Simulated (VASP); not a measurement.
Wanted: the native input for a VASP 6.6.1 run.

```yaml
Task: single point
Functional: PBEsol
Potentials_or_basis: VASP PAW PBE potentials, release 64 (Au)
Cutoff: 500 eV
k_mesh: 10 × 10 × 10
Occupations: fermi-dirac, width 0.1 eV
Spin: no spin polarisation
Dipole_correction: no
Further_INCAR_settings: ALGO = Normal; EDIFF = 1e-06; NBANDS = 12
```

The structure of Au lies in POSCAR:

```
Au
1.0
    1.6290203044      1.6290203044      1.6290203044
   -1.6290203044      1.6290203044      1.6290203044
   -1.6290203044     -1.6290203044      1.6290203044
Au
1
Direct
    0.0000000000      0.0000000000      0.0000000000
```

One way to write it, as run:

INCAR

```
SYSTEM = Au
PREC = Accurate
ENCUT = 500
EDIFF = 1E-6
ISMEAR = -1
SIGMA = 0.1
LREAL = .False.
LASPH = .True.
NELM = 120
ALGO = Normal
ISIF = 2
LWAVE = .False.
LCHARG = .True.
GGA = PS
LELF = .True.
LVHAR = .True.
NBANDS = 12
GGA_COMPAT = .False.
```

KPOINTS

```
regular mesh
0
Gamma
  10 10 10
  0 0 0
```

Potentials or basis: VASP PAW PBE potentials, release 64 (Au).

Launch:

```bash
$ cat potpaw_PBE.64/Au/POTCAR > POTCAR
$ mpirun -np 1 vasp_std > vasp.out
```

It gave:

| Property | Result |
| --- | --- |
| Pressure | -2.7 GPa |

Caveat: the PAW data sets were made with another functional, which shifts forces and pressure a little.

It took 4.5 s on 1 thread of Intel(R) Xeon(R) 6975P-C (Granite Rapids), with other jobs on the host, peak memory 0.14 GiB.
